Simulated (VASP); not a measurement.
# Ti (Fm-3m) in VASP: a series of runs

The runs below take Ti through single point, with PBE.

Everything below comes from runs of VASP 6.6.1. Logs are shortened: lines on timing, memory, paths and dates and some standing lists are left out, and cuts for length are marked.

### Step 1. The cell of the first run

It takes space group Fm-3m (No. 225, cubic). The conventional cell has a = 4.113 Å, b = 4.113 Å, c = 4.113 Å, α = 90.00°, β = 90.00°, γ = 90.00°. Within 3.8 Å of Ti (site symmetry m-3m) lie 12 Ti at 2.91 Å.

### Step 2. Single point, PBE (volume scaled by 1.04)

The input, INCAR:

```
ALGO     = Normal         # electronic algorithm
EDIFF    = 1E-6           # SCF threshold, eV
ENCUT    = 520            # plane-wave cutoff, eV
GGA      = PE             # functional
ISIF     = 2              # what is computed and relaxed
ISMEAR   = -1             # smearing method
LASPH    = T              # aspherical terms in the spheres
LCHARG   = F              # write CHGCAR
LREAL    = F              # projectors in reciprocal space
LWAVE    = F              # write WAVECAR
NBANDS   = 12             # bands
NELM     = 60             # most SCF steps
PREC     = Accurate       # precision mode
SIGMA    = 0.05           # smearing width, eV
```

The input, KPOINTS:

```
k-points
0
Gamma
  15 15 15
```

The input, POSCAR:

```
Ti
1.0
    0.0000000000      2.0567135898      2.0567135898
    2.0567135898      0.0000000000      2.0567135898
    2.0567135898      2.0567135898      0.0000000000
Ti
1
Direct
    0.0000000000      0.0000000000      0.0000000000
```

Potentials or basis: VASP PAW PBE potentials, release 64 (Ti_sv).

Run with:

```bash
cat potpaw_PBE.64/Ti_sv/POTCAR > POTCAR
mpirun -np 1 vasp_std > vasp.out
```

OUTCAR:

```text
EDIFF = 1E-6
   ENCUT = 520
   GGA = PE
   ISIF = 2
   ISMEAR = -1
   LASPH = T
   LREAL = F
   NELM = 60
   PREC = Accurate

 ion  position               nearest neighbor table
   1  0.000  0.000  0.000-

  LATTYP: Found a face centered cubic cell.
 ALAT       =     4.1134271796

  Lattice vectors:

 A1 = (   0.0000000000,   2.0567135898,   2.0567135898)
 A2 = (   2.0567135898,   0.0000000000,   2.0567135898)
 A3 = (   2.0567135898,   2.0567135898,   0.0000000000)

Analysis of symmetry for initial positions (statically):
=====================================================================
 Subroutine PRICEL returns:
 Original cell was already a primitive cell.

 Routine SETGRP: Setting up the symmetry group for a
 face centered cubic supercell.

 Subroutine GETGRP returns: Found 48 space group operations
 (whereof 48 operations were pure point group operations)
 out of a pool of 48 trial point group operations.

The static configuration has the point symmetry O_h .

Analysis of symmetry for dynamics (positions and initial velocities):
=====================================================================
 Subroutine PRICEL returns:
 Original cell was already a primitive cell.

 Routine SETGRP: Setting up the symmetry group for a
 face centered cubic supercell.

 Subroutine GETGRP returns: Found 48 space group operations
 (whereof 48 operations were pure point group operations)
 out of a pool of 48 trial point group operations.

The dynamic configuration has the point symmetry O_h .

 Subroutine INISYM returns: Found 48 space group operations
 (whereof 48 operations are pure point group operations),
 and found     1 'primitive' translations

----------------------------------------------------------------------------------------

                                     Primitive cell

  volume of cell :      17.4001

  direct lattice vectors                    reciprocal lattice vectors
     0.000000000  2.056713590  2.056713590    -0.243106285  0.243106285  0.243106285
     2.056713590  0.000000000  2.056713590     0.243106285 -0.243106285  0.243106285
     2.056713590  2.056713590  0.000000000     0.243106285  0.243106285 -0.243106285

  length of vectors
     2.908632253  2.908632253  2.908632253     0.421072437  0.421072437  0.421072437

  position of ions in fractional coordinates (direct lattice)
     0.000000000  0.000000000  0.000000000

  ion indices of the primitive-cell ions
   primitive index   ion index
                 1           1

----------------------------------------------------------------------------------------

 KPOINTS: k-points

Automatic generation of k-mesh.
 Grid dimensions read from file:
 generate k-points for:   15   15   15

 Generating k-lattice:

  Cartesian coordinates                     Fractional coordinates (reciprocal lattice)
    -0.016207086  0.016207086  0.016207086     0.066666667  0.000000000  0.000000000
     0.016207086 -0.016207086  0.016207086     0.000000000  0.066666667  0.000000000
     0.016207086  0.016207086 -0.016207086     0.000000000  0.000000000  0.066666667

  Length of vectors
     0.028071496  0.028071496  0.028071496

  Shift w.r.t. Gamma in fractional coordinates (k-lattice)
     0.000000000  0.000000000  0.000000000

 Subroutine IBZKPT returns following result:
 ===========================================

 Found    120 irreducible k-points:

 Following reciprocal coordinates:
            Coordinates               Weight
  0.000000  0.000000  0.000000      1.000000
  0.066667  0.000000  0.000000      8.000000
  0.133333  0.000000  0.000000      8.000000
  0.200000  0.000000  0.000000      8.000000
  0.266667  0.000000  0.000000      8.000000
  0.333333  0.000000  0.000000      8.000000
[... 16 lines left out ...]
  0.133333  0.133333  0.000000      6.000000
  0.200000  0.133333  0.000000     24.000000
 [... further k-points ...]
   k-points           NKPTS =    120   k-points in BZ     NKDIM =    120   number of bands    NBANDS=     12
   number of dos      NEDOS =    301   number of ions     NIONS =      1
   total plane-waves  NPLWV =  13824
   dimension x,y,z NGX =    24 NGY =   24 NGZ =   24
   dimension x,y,z NGXF=    48 NGYF=   48 NGZF=   48
   ions per type =               1
   NGX,Y,Z   is equivalent  to a cutoff of  13.72, 13.72, 13.72 a.u.
   NGXF,Y,Z  is equivalent  to a cutoff of  27.43, 27.43, 27.43 a.u.
 SYSTEM =  unknown system
   PREC   = accura    normal or accurate (medium, high low for compatibility)
   ISTART =      0    job   : 0-new  1-cont  2-samecut
   ICHARG =      2    charge: 1-file 2-atom 10-const
   ISPIN  =      1    spin polarized calculation?
   LNONCOLLINEAR =      F non collinear calculations
   LSORBIT =      F    spin-orbit coupling
   LASPH  =      T    aspherical Exc in radial PAW
   ENCUT  =  520.0 eV  38.22 Ry    6.18 a.u.   5.41  5.41  5.41*2*pi/ulx,y,z
   NELM   =     60;   NELMIN=  2; NELMDL= -5     # of ELM steps
   EDIFF  = 0.1E-05   stopping-criterion for ELM
   LREAL  =      F    real-space projection
   EDIFFG = 0.1E-04   stopping-criterion for IOM
   NSW    =      0    number of steps for IOM
   IBRION =     -1    ionic relax: 0-MD 1-quasi-New 2-CG
   NFREE  =      0    steps in history (QN), initial steepest desc. (CG)
   ISIF   =      2    stress and relaxation
   ISYM   =      2    0-nonsym 1-usesym 2-fastsym
   POTIM  = 0.5000    time-step for ionic-motion
   TEBEG  =    0.0;   TEEND  =   0.0 temperature during run
   PSTRESS=    0.0 pullay stress
   NELECT =      12.0000    total number of electrons
   NUPDOWN=      -1.0000    fix difference up-down
   EMIN   =  10.00;   EMAX   =-10.00  energy-range for DOS
   EFERMI =   0.00;   METHOD = LEGACY
   ISMEAR =    -1;   SIGMA  =   0.05  broadening in eV -4-tet -1-fermi 0-gaus
   EFERMI_NEDOS =   21; number of points for ismear=-14 and -15
   IALGO  =     38    algorithm
   IMIX   =      4    mixing-type and parameters
     AMIX     =   0.40;   BMIX     =  1.00
     AMIX_MAG =   1.60;   BMIX_MAG =  1.00
  volume/ion in A,a.u.               =      17.40       117.42
  Fermi-wavevector in a.u.,A,eV,Ry     =   1.446388  2.733277 28.463902  2.092038
  Thomas-Fermi vector in A             =   2.564462
   LORBIT       =      0    0 simple, 1 ext, 2 COOP (PROOUT), +10 PAW based schemes
   GGA     = PE    functional components
   LHFCALC =     F    Hartree Fock is set to
   AEXX    =    0.0000 exact exchange contribution
   IVDW    =     0    specifies the selected vdW correction
   LEPSILON=     F    determine dielectric tensor
   LRPA    =     F    only Hartree local field effects (RPA)
 non-spin polarized calculation
  energy-cutoff  :      520.00
  volume of cell :       17.40
 maximum number of plane-waves:       489
 NGX is ok and might be reduce to    24
   NGX = 11   NGY = 11   NGZ = 11

 number of electron      12.0000002 magnetization

 Free energy of the ion-electron system (eV)
  ---------------------------------------------------
  ext. energy  EPLUGINS =         0.00000000
  ---------------------------------------------------
  free energy    TOTEN  =        -7.78528799 eV

  energy without entropy =       -7.77134147  energy(sigma->0) =       -7.77831473

 E-fermi :   8.2002     XC(G=0): -11.4908

 val. band max:        8.1964179044   @ k =   0.4000   0.0667   0.0000
 cond. band min:       8.2100979897   @ k =   0.2667   0.0667   0.0000
 fundamental gap:      0.0136800853
 Fermi energy:         8.2002346023

 k-point     1 :       0.0000    0.0000    0.0000
  band No.  band energies     occupation
      1     -48.5178      2.00000
      2     -24.3790      2.00000
      3     -24.3790      2.00000
      4     -24.3790      2.00000
      5       2.1086      2.00000
      6       9.0712      0.00000
      7       9.0712      0.00000
      8       9.0712      0.00000
      9      10.6974      0.00000
     10      10.6974      0.00000
     11      23.4361      0.00000
     12      27.9042      0.00000

 k-point     2 :       0.0667    0.0000    0.0000
  band No.  band energies     occupation
      1     -48.5126      2.00000
      2     -24.4087      2.00000
      3     -24.3827      2.00000
      4     -24.3827      2.00000
      5       2.2522      2.00000
      6       8.9829      0.00000
      7       9.1227      0.00000
      8       9.1227      0.00000
      9      10.6642      0.00000
     10      10.6642      0.00000
     11      23.5489      0.00000
     12      26.7890      0.00000

 k-point     3 :       0.1333    0.0000    0.0000
  band No.  band energies     occupation
      1     -48.4980      2.00000
      2     -24.4921      2.00000
      3     -24.3933      2.00000
      4     -24.3933      2.00000
      5       2.6689      2.00000
      6       8.7516      0.00003
      7       9.2467      0.00000
      8       9.2467      0.00000
      9      10.6021      0.00000
     10      10.6021      0.00000
     11      23.6226      0.00000
     12      25.0731      0.00000
[... 286 lines left out ...]
 k-point    23 :       0.1333    0.1333    0.0000
  band No.  band energies     occupation
      1     -48.4914      2.00000
      2     -24.4891      2.00000
      3     -24.4179      2.00000
      4     -24.4179      2.00000
      5       2.8510      2.00000
      6       8.5461      0.00198
      7       9.4066      0.00000
      8       9.4066      0.00000
      9      10.1863      0.00000
     10      10.8607      0.00000
     11      24.0188      0.00000
     12      25.6816      0.00000

 k-point    24 :       0.2000    0.1333    0.0000
  band No.  band energies     occupation
      1     -48.4753      2.00000
      2     -24.5680      2.00000
      3     -24.4377      2.00000
      4     -24.4324      2.00000
      5       3.3245      2.00000
      6       8.2904      0.28298
      7       9.5075      0.00000
      8       9.5723      0.00000
      9      10.0560      0.00000
     10      10.9452      0.00000
     11      23.8419      0.00000
     12      24.6079      0.00000

 [... further k-points ...]
[... 5 lines left out ...]
  --------------------------------------------------------------------------------------
  -------------------------------------------------------------------------------------
  Total       -0.0339171     -0.0339171     -0.0339171      0.0000000      0.0000000      0.0000000
  in kB       -3.1230433     -3.1230433     -3.1230433      0.0000000      0.0000000      0.0000000
  external PRESSURE =      -3.1230433 kB  Pullay stress =       0.0000000 kB

 VOLUME and BASIS-vectors are now :
 -----------------------------------------------------------------------------
  energy-cutoff  :      520.00
  volume of cell :       17.40
      direct lattice vectors                 reciprocal lattice vectors
     0.000000000  2.056713590  2.056713590    -0.243106285  0.243106285  0.243106285
     2.056713590  0.000000000  2.056713590     0.243106285 -0.243106285  0.243106285
     2.056713590  2.056713590  0.000000000     0.243106285  0.243106285 -0.243106285

 POSITION                                       TOTAL-FORCE (eV/Angst)
 -----------------------------------------------------------------------------------
      0.00000      0.00000      0.00000         0.000000     -0.000000      0.000000
 -----------------------------------------------------------------------------------
    total drift:                                0.000000     -0.000000     -0.000000

  FREE ENERGIE OF THE ION-ELECTRON SYSTEM (eV)
  ---------------------------------------------------
  free  energy   TOTEN  =        -7.7852879853 eV

  energy  without entropy=       -7.7713414719  energy(sigma->0) =       -7.77831473
```

Run time: 10 s. Hardware: 1 thread of Intel Xeon Platinum 8488C (Sapphire Rapids), shared host; peak memory 0.15 GiB.

Results:

```
Free energy            : -7.7853 eV
Pressure               : -0.3 GPa
Band gap on the k mesh : zero (band 6 reaches 9.07 eV, above the bottom of band 7 at 7.93 eV)
```

### Step 3. Single point, PBE (volume scaled by 0.9405)

The input, INCAR:

```
ALGO = Normal
EDIFF = 1E-6
ENCUT = 500
GGA = PE
GGA_COMPAT = False
ISIF = 2
ISMEAR = -1
LASPH = True
LCHARG = True
LELF = True
LREAL = False
LVHAR = True
LWAVE = False
NBANDS = 12
NELM = 120
PREC = Accurate
SIGMA = 0.05
```

KPOINTS is that of step 2.

The input, POSCAR:

```
Ti
1.0
    0.0000000000      1.9889123197      1.9889123197
    1.9889123197      0.0000000000      1.9889123197
    1.9889123197      1.9889123197      0.0000000000
Ti
1
Direct
    0.0000000000      0.0000000000      0.0000000000
```

Potentials or basis: VASP PAW PBE potentials, release 64 (Ti_sv).

Run with:

```bash
cat potpaw_PBE.64/Ti_sv/POTCAR > POTCAR
mpirun -np 1 vasp_std > vasp.out
```

Run time: 28 s. Hardware: 1 thread of Intel Xeon 8259CL, shared host; peak memory 0.15 GiB.

Results (log left out):

| Item | Value |
| --- | --- |
| Free energy | -7.7265 eV |
| Pressure | 12.3 GPa |
| Band gap on the k mesh | zero (band 6 reaches 10.24 eV, above the bottom of band 7 at 8.98 eV) |

Levels at points of the mesh, in eV from the Fermi level:
```tsv
k point	band 3	band 4	band 5	band 6	band 7	band 8	band 9	band 10
(0.00, 0.00, 0.00)	-32.29	-32.29	-6.33	0.92	0.92	0.92	2.79	2.79
```

### Step 4. Single point, PBE (volume scaled by 1.03)

The input, INCAR:

```
SYSTEM = Ti
ALGO     = Normal         ! electronic algorithm
EDIFF    = 1E-6           ! SCF threshold, eV
ENCUT    = 500            ! plane-wave cutoff, eV
GGA      = PE             ! functional
GGA_COMPAT= .False.      
ISIF     = 2              ! what is computed and relaxed
ISMEAR   = -1             ! smearing method
LASPH    = .True.         ! aspherical terms in the spheres
LCHARG   = .True.         ! write CHGCAR
LELF     = .True.         ! ELF
LREAL    = .False.        ! projectors in reciprocal space
LVHAR    = .True.       
LWAVE    = .False.        ! write WAVECAR
NBANDS   = 12             ! bands
NELM     = 120            ! most SCF steps
PREC     = Accurate       ! precision mode
SIGMA    = 0.05           ! smearing width, eV
```

The input, KPOINTS:

```
k-points
0
Gamma
  15 15 15
  0 0 0
```

The input, POSCAR:

```
Ti
1.0
    0.0000000000      2.0501003171      2.0501003171
    2.0501003171      0.0000000000      2.0501003171
    2.0501003171      2.0501003171      0.0000000000
Ti
1
Direct
    0.0000000000      0.0000000000      0.0000000000
```

Potentials or basis: VASP PAW PBE potentials, release 64 (Ti_sv).

Run with:

```bash
cat potpaw_PBE.64/Ti_sv/POTCAR > POTCAR
mpirun -np 1 vasp_std > vasp.out
```

OUTCAR:

```text
SYSTEM = Ti
   EDIFF = 1E-6
   ENCUT = 500
   GGA = PE
   ISIF = 2
   ISMEAR = -1
   LASPH = .True.
   LREAL = .False.
   NELM = 120
   PREC = Accurate

 ion  position               nearest neighbor table
   1  0.000  0.000  0.000-

  LATTYP: Found a face centered cubic cell.
 ALAT       =     4.1002006342

  Lattice vectors:

 A1 = (   0.0000000000,   2.0501003171,   2.0501003171)
 A2 = (   2.0501003171,   0.0000000000,   2.0501003171)
 A3 = (   2.0501003171,   2.0501003171,   0.0000000000)

Analysis of symmetry for initial positions (statically):
[... 531 lines left out ...]
      7       9.6221      0.00000
      8       9.6882      0.00000
      9      10.1773      0.00000
     10      11.0793      0.00000
     11      24.0420      0.00000
     12      24.7942      0.00000

 [... further k-points ...]
[... 5 lines left out ...]
  --------------------------------------------------------------------------------------
  -------------------------------------------------------------------------------------
  Total        0.0734615      0.0734615      0.0734615      0.0000000      0.0000000     -0.0000000
  in kB        6.8299149      6.8299149      6.8299149      0.0000000      0.0000000     -0.0000000
  external PRESSURE =       6.8299149 kB  Pullay stress =       0.0000000 kB

 VOLUME and BASIS-vectors are now :
 -----------------------------------------------------------------------------
  energy-cutoff  :      500.00
  volume of cell :       17.23
      direct lattice vectors                 reciprocal lattice vectors
     0.000000000  2.050100317  2.050100317    -0.243890504  0.243890504  0.243890504
     2.050100317  0.000000000  2.050100317     0.243890504 -0.243890504  0.243890504
     2.050100317  2.050100317  0.000000000     0.243890504  0.243890504 -0.243890504

 POSITION                                       TOTAL-FORCE (eV/Angst)
 -----------------------------------------------------------------------------------
      0.00000      0.00000      0.00000        -0.000000      0.000000      0.000000
 -----------------------------------------------------------------------------------
    total drift:                               -0.000000      0.000000      0.000000

  FREE ENERGIE OF THE ION-ELECTRON SYSTEM (eV)
  ---------------------------------------------------
  free  energy   TOTEN  =        -7.7848779549 eV

  energy  without entropy=       -7.7710193113  energy(sigma->0) =       -7.77794863
```

stdout:

```text
POSCAR found type information on POSCAR Ti
 POSCAR found :  1 types and       1 ions
 scaLAPACK will be used
 LDA part: xc-table for (Slater+PW92), standard interpolation
 POSCAR, INCAR and KPOINTS ok, starting setup
 FFT: planning ... GRIDC
 FFT: planning ... GRID_SOFT
 FFT: planning ... GRID
 WAVECAR not read
 entering main loop
```

Wall time 28 s (1 thread of Intel Xeon 8259CL, shared host); peak memory 0.15 GiB.

Results:

| Quantity | Value |
| --- | --- |
| Free energy | -7.7849 eV |
| Pressure | 0.7 GPa |
| Band gap on the k mesh | zero (band 6 reaches 9.18 eV, above the bottom of band 7 at 8.03 eV) |

### Step 5. Single point, PBE (volume scaled by 1.06)

The input, INCAR:

```
PREC = Accurate ; ENCUT = 500
EDIFF = 1E-6 ; ISMEAR = -1
SIGMA = 0.05 ; LREAL = False
LASPH = True ; NELM = 120
ALGO = Normal ; ISIF = 2
LWAVE = False ; LCHARG = False
GGA = PE ; NBANDS = 12
GGA_COMPAT = False
```

The input, KPOINTS:

```
Automatic mesh
0
Gamma
  15 15 15
```

The input, POSCAR:

```
Ti
1.0
    0.0000000000      2.0698140295      2.0698140295
    2.0698140295      0.0000000000      2.0698140295
    2.0698140295      2.0698140295      0.0000000000
Ti
1
Direct
    0.0000000000      0.0000000000      0.0000000000
```

Run with:

```bash
cat potpaw_PBE.64/Ti_sv/POTCAR > POTCAR
mpirun -np 1 vasp_std > vasp.out
```

Wall time 30 s (1 thread of Intel Xeon 8259CL, shared host); peak memory 0.15 GiB.

The run converged. Its results:

```
Free energy            : -7.7826 eV
Pressure               : -2.3 GPa
Band gap on the k mesh : zero (band 6 reaches 8.86 eV, above the bottom of band 7 at 7.74 eV)
```

Levels at points of the mesh, in eV from the Fermi level:
```tsv
k point	band 4	band 5	band 6	band 7	band 8	band 9
(0.00, 0.00, 0.00)	-32.63	-6.04	0.86	0.86	0.86	2.44
```

### Step 6. Overview

| cell | cutoff (eV) | gap on the mesh (eV) | pressure (GPa) |
| --- | --- | --- | --- |
| a = 2.909 Å, angles 60.0°, 1 atom | 520 | none | -0.3 |
| a = 2.813 Å, angles 60.0°, 1 atom | 500 | none | 12.3 |
| a = 2.899 Å, angles 60.0°, 1 atom | 500 | none | 0.7 |
| a = 2.927 Å, angles 60.0°, 1 atom | 500 | none | -2.3 |

Alike in all rows: task single point; level PBE; potentials or basis VASP PAW PBE potentials, release 64 (Ti_sv); no spin polarisation; k mesh 15 × 15 × 15; smearing fermi-dirac 0.05 eV.

Total energies depend on the potentials used, so only differences within one code and one set of settings carry meaning.
